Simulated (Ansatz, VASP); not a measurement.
KOs4C4: VASP beside Ansatz

```
K Os C
1.0
     5.08129    0.00000    0.00000
    -2.54064    4.40052    0.00000
     0.00000    0.00000    7.09033
K Os C
1 4 4
Cartesian
  0.0000 0.0000 0.0000
  0.0000 2.9337 1.1317
  2.5406 1.4668 5.9587
  0.0000 2.9337 3.4710
  2.5406 1.4668 3.6193
  2.5406 0.0000 0.0000
  -1.2703 2.2003 0.0000
  1.2703 2.2003 0.0000
  0.0000 0.0000 3.5452
```

Alike in both runs: functional PBE; k mesh 6 × 6 × 2; occupations gaussian, width 0.1 eV; no spin polarisation.

Ansatz relaxed the structure, and its values are those at the end. VASP's run is a single point on that final structure, the one shown.

|  | VASP | Ansatz |
| --- | --- | --- |
| version | VASP 6.6.1 | Ansatz 0.2.0 |
| potentials or method | VASP PAW PBE potentials, release 64 (K_sv, Os, C), cutoff 520 eV | scalar-relativistic, plane waves, PAW |
| valence electrons in the cell | 57 | 89 |

```tsv
	VASP	Ansatz	Ansatz less VASP
gap on the k mesh at the Fermi level (eV)	none	none	-
pressure (GPa)	0.8	0.0	-0.87
rms of the force components (eV/Å)	0.174	0.008	-0.1655
```

A gap of «none» marks a metal or a gap that the smearing closes. One of these differences is far larger than is usual between the two programs; its cause wasn't traced. VASP's potentials hold 57 valence electrons a cell and Ansatz's 89, so a difference there can come from the potentials and not from the codes.

The k mesh is coarse, so the values compare programs but aren't converged. Neither program's run includes spin-orbit coupling.
